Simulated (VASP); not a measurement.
Here is a VASP 6.6.1 calculation.

File INCAR:

```
  PREC = Accurate
  ENCUT = 520
  EDIFF = 1E-6
  ISMEAR = 0
  SIGMA = 0.1
  LREAL = False
  LASPH = True
  NELM = 100
  ALGO = Normal
  ISIF = 2
  LWAVE = False
  LCHARG = True
  GGA = PE
  LELF = True
  LVHAR = True
  NBANDS = 14
```

File KPOINTS:

```
Automatic mesh
0
Gamma
  18 18 18
```

Contents of POSCAR:

```
HfN
1.0
    0.0000000000      2.2420575000      2.2590000000
    2.2759425000      0.0000000000      2.2590000000
    2.2759425000      2.2420575000      0.0000000000
Hf N
1 1
Direct
    0.0000000000      0.0000000000      0.0000000000
    0.5000000000      0.5000000000      0.5000000000
```

Potentials or basis: VASP PAW PBE potentials, release 64 (Hf_pv, N).

Launch:

```console
$ cat potpaw_PBE.64/Hf_pv/POTCAR potpaw_PBE.64/N/POTCAR > POTCAR
$ mpirun -np 1 vasp_std > vasp.out
```

Q: What does it give for the pressure?

A: 3.1 GPa.

Q: Predict the band gap on the k mesh.

A: Zero (an odd number of electrons rules out a gap without spin polarisation).

Stress tensor (GPa, compression positive):
```
-0.44  0.00  0.00
 0.00  6.80  0.00
 0.00  0.00  3.08
```

Caveat: the cell differs from its parent crystal (strain +0.0075 x Voigt [1, -1, 0, 0, 0, 0]); the stress differs along the axes, from -0 to 7 GPa; spin-orbit coupling is left out, which moves the levels of the heavy elements.
